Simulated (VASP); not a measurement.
Runs of VASP 6.6.1 on LiCl. The structure is that of space group Fm-3m (No. 225), or close to it. The cells are those of the table. 

```tsv
level	cell	k mesh	smearing	grid for exact exchange (PRECFOCK)	share of exact exchange	screening parameter	gap on the mesh (eV)
HSE06	a = 3.565 Å, angles 60.0°, 2 atoms	6 × 6 × 6	gaussian 0.01 eV	Normal	0.25	0.2079 1/Å	(a)
r2SCAN	a = 3.565 Å, angles 60.0°, 2 atoms	8 × 8 × 8	gaussian 0.01 eV	-	-	-	7.60
PBE	a = 3.565 Å, angles 60.0°, 2 atoms	8 × 8 × 8	fermi-dirac 0.02 eV	-	-	-	6.65
r2SCAN	a = 3.533 Å, angles 61.5°, 2 atoms	8 × 8 × 8	gaussian 0.01 eV	-	-	-	(b)
PBE	a = 3.533 Å, angles 61.5°, 2 atoms	8 × 8 × 8	fermi-dirac 0.02 eV	-	-	-	6.46
```

Alike in all rows: task single point; potentials or basis VASP PAW PBE potentials, release 64 (Li_sv, Cl); no spin polarisation; cutoff (eV) 520.

Task: Estimate the missing entries.

Result: (a) 8.06; (b) 7.25.

A k mesh can miss the band edges.
